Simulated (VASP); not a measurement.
Wanted: the native input for a VASP 6.6.1 run.

```yaml
Task: single point
Functional: r2SCAN
Potentials_or_basis: VASP PAW PBE potentials, release 64 (Rh_sv_GW)
Cutoff: 580 eV
k_mesh: 18 × 18 × 10
Occupations: gaussian, width 0.1 eV
Spin: no spin polarisation
Dipole_correction: no
Further_INCAR_settings: ALGO = Normal; EDIFF = 1e-06; NBANDS = 24
```

Crystal: Rh.

```xyz
2
Lattice="2.7314 0.0000 0.0000 -1.3657 2.3655 0.0000 0.0000 0.0000 4.3885" Properties=species:S:1:pos:R:3 pbc="T T T"
Rh    1.3657    0.7885    3.2914
Rh    0.0000    1.5770    1.0971
```

This isn't the form of Rh at room conditions, which is fcc.

One way to write it, as run:

POSCAR

```
Rh
1.0
    2.7313901112      0.0000000000      0.0000000000
   -1.3656950556      2.3654532239      0.0000000000
    0.0000000000      0.0000000000      4.3885362469
Rh
2
Direct
    0.6666666667      0.3333333333      0.7500000000
    0.3333333333      0.6666666667      0.2500000000
```

INCAR.step1

```
SYSTEM = Rh
PREC = Accurate
ENCUT = 580
ISMEAR = 0
SIGMA = 0.1
LREAL = .FALSE.
LASPH = .TRUE.
NELM = 120
NBANDS = 24
GGA = PE
ALGO = Normal
EDIFF = 1E-5
LWAVE = .TRUE.
LCHARG = .FALSE.
GGA_COMPAT = .FALSE.
```

INCAR.step2

```
SYSTEM = Rh
PREC = Accurate
ENCUT = 580
EDIFF = 1E-6
ISMEAR = 0
SIGMA = 0.1
LREAL = .FALSE.
LASPH = .TRUE.
NELM = 120
ALGO = Normal
ISIF = 2
LWAVE = .FALSE.
LCHARG = .FALSE.
METAGGA = R2SCAN
LMIXTAU = .TRUE.
NBANDS = 24
ISTART = 1
GGA_COMPAT = .FALSE.
```

KPOINTS

```
Automatic mesh
0
G
  18 18 10
  0 0 0
```

Potentials or basis: VASP PAW PBE potentials, release 64 (Rh_sv_GW).

The run is started by

```bash
$ cat potpaw_PBE.64/Rh_sv_GW/POTCAR > POTCAR
$ cp INCAR.step1 INCAR
$ mpirun -np 1 vasp_std > vasp.out
$ cp INCAR.step2 INCAR
$ mpirun -np 1 vasp_std > vasp.out
```

Results of the run:

```yaml
Pressure: -9.1 GPa
Band_gap_on_the_k_mesh: zero (bands 17 and 18 overlap by 2.36 eV)
```

Caveat: the cell stands under tension; the PAW data sets were made with another functional, which shifts forces and pressure a little.

It took 7.7 min on 1 thread of Intel(R) Xeon(R) Platinum 8488C (Sapphire Rapids), on a shared host, peak memory 0.31 GiB.
